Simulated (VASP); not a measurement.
## ZnCd3Te4: single point with PBE

The system is ZnCd3Te4.

```xyz
8
Lattice="4.5469 0.0000 0.0000 0.0000 4.5469 0.0000 0.0000 0.0000 12.9432" Properties=species:S:1:pos:R:3 pbc="T T T"
Zn    0.0000    0.0000    0.0000
Cd    2.2734    2.2734    9.8255
Cd    0.0000    0.0000    6.4716
Cd    2.2734    2.2734    3.1177
Te    2.2734    0.0000    8.1488
Te    0.0000    2.2734    4.7944
Te    2.2734    0.0000    1.4325
Te    0.0000    2.2734   11.5107
```

```json
{"Program": "VASP 6.6.1", "Task": "single point", "Functional": "PBE", "Potentials or basis": "VASP PAW PBE potentials, release 64 (Zn, Cd, Te)", "Cutoff": "520 eV", "k mesh": "6 × 6 × 2", "Occupations": "gaussian, width 0.02 eV", "Spin": "no spin polarisation", "Dipole correction": "no", "Further INCAR settings": "ALGO = Normal; EDIFF = 1e-07; NBANDS = 46"}
```

| Item | Value |
| --- | --- |
| Pressure | 1.3 GPa |
| Largest force | 0.006 eV/Å |
| Band gap on the k mesh | 0.73 eV |

Forces on the atoms (eV/Å):
```
Zn   0.000  0.000  0.000
Cd   0.000  0.000  0.000
Cd   0.000  0.000  0.000
Cd   0.000  0.000  0.000
Te   0.000  0.000  0.000
Te   0.000  0.000  0.000
Te   0.000  0.000 -0.006
Te   0.000  0.000  0.006
```

Levels at points of the mesh, in eV from the valence-band top:
| k point | band 34 | band 35 | band 36 | band 37 | band 38 | band 39 |
| --- | --- | --- | --- | --- | --- | --- |
| (0.00, 0.00, 0.00) | -0.07 | 0.00 | 0.00 | 0.73 | 2.29 | 2.55 |
| (0.50, 0.00, 0.00) | -0.73 | -0.67 | -0.67 | 1.66 | 1.80 | 2.91 |
| (0.50, 0.50, 0.00) | -1.86 | -1.86 | -1.82 | 2.44 | 2.59 | 2.59 |
| (0.00, 0.00, 0.50) | -0.43 | -0.31 | -0.31 | 1.89 | 1.99 | 2.45 |
| (0.50, 0.00, 0.50) | -0.73 | -0.68 | -0.67 | 2.17 | 2.50 | 2.52 |
| (0.50, 0.50, 0.50) | -2.02 | -1.99 | -1.99 | 3.03 | 3.14 | 3.25 |

Wall time 5 min on 1 thread of Intel Xeon 8259CL, on a shared host, peak memory 0.48 GiB.

Caveat: semilocal functionals underestimate gaps, and a narrow one can read as zero; spin-orbit coupling is left out, which moves the levels of the heavy elements.
